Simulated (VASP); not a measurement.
Wanted: the native input for a VASP 6.6.1 run.

```yaml
Task: single point
Functional: LDA
Potentials_or_basis: VASP PAW LDA potentials, release 64 (Cd, S)
Cutoff: 520 eV
k_mesh: 5 × 5 × 3
Occupations: gaussian, width 0.01 eV
Spin: no spin polarisation
Dipole_correction: no
Further_INCAR_settings: ALGO = Normal; EDIFF = 1e-06; NBANDS = 26
```

The structure of CdS (Greenockite) lies in POSCAR:

```
CdS
1.0
    4.2578401072      0.0000000000      0.0000000000
   -2.1289200536      3.6873972613      0.0000000000
    0.0000000000      0.0000000000      6.9120647717
Cd S
2 2
Direct
    0.3333333333      0.6666666667      0.0000000000
    0.6666666667      0.3333333333      0.5000000000
    0.3333333333      0.6666666667      0.3750000000
    0.6666666667      0.3333333333      0.8750000000
```

The input as run:

INCAR

```
SYSTEM = CdS
PREC = Accurate ; ENCUT = 520
EDIFF = 1E-6 ; ISMEAR = 0
SIGMA = 0.01 ; LREAL = .FALSE.
LASPH = .TRUE. ; NELM = 80
ALGO = Normal ; ISIF = 2
LWAVE = .FALSE. ; LCHARG = .FALSE.
NBANDS = 26
```

KPOINTS

```
regular mesh
0
G
  5 5 3
  0 0 0
```

Potentials or basis: VASP PAW LDA potentials, release 64 (Cd, S).

The run is started by

```sh
$ cat potpaw_LDA.64/Cd/POTCAR potpaw_LDA.64/S/POTCAR > POTCAR
$ mpirun -np 1 vasp_std > vasp.out
```

Results of the run:

The pressure is -6.2 GPa, the largest force is 0.046 eV/Å and the band gap on the k mesh is 0.75 eV, direct.

Wall time 17 s on 1 thread of Intel(R) Xeon(R) Platinum 8375C CPU @ 2.90GHz (Ice Lake) (shared host), peak memory 0.19 GiB.
